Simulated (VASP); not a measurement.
Runs of VASP 6.6.1 on NaI. The structure is that of space group I4/mmm (No. 139), or close to it. The cells are those of the table. 

```csv
cell,gap on the mesh (eV),pressure (GPa)
"a = 4.544, b = 4.544, c = 4.646 Å, angles 59.3, 59.3, 61.5°, 2 atoms",3.49,-0.4
"a = 4.646, b = 4.646, c = 4.714 Å, angles 59.5, 59.5, 61.0°, 2 atoms",(c),-1.2
"a = 4.577, b = 4.577, c = 4.646 Å, angles 59.5, 59.5, 61.0°, 2 atoms",3.46,(b)
"a = 4.612, b = 4.612, c = 4.714 Å, angles 59.3, 59.3, 61.5°, 2 atoms",3.39,-1.0
"a = 4.579, b = 4.579, c = 4.714 Å, angles 59.0, 59.0, 62.0°, 2 atoms",3.42,(a)
```

Alike in all rows: task single point; level PBEsol; potentials or basis VASP PAW PBE potentials, release 64 (Na_pv, I); no spin polarisation; k mesh 6 × 6 × 6; cutoff (eV) 520; smearing gaussian 0.05 eV.

Task: Fill in the values left out.

Result: (a) -0.7; (b) -0.6; (c) 3.36.

Caveats: the PAW data sets were made with another functional, which shifts forces and pressure a little; spin-orbit coupling is left out, which moves the levels of the heavy elements.

A k mesh can miss the band edges, and the runs leave out spin-orbit coupling on I.
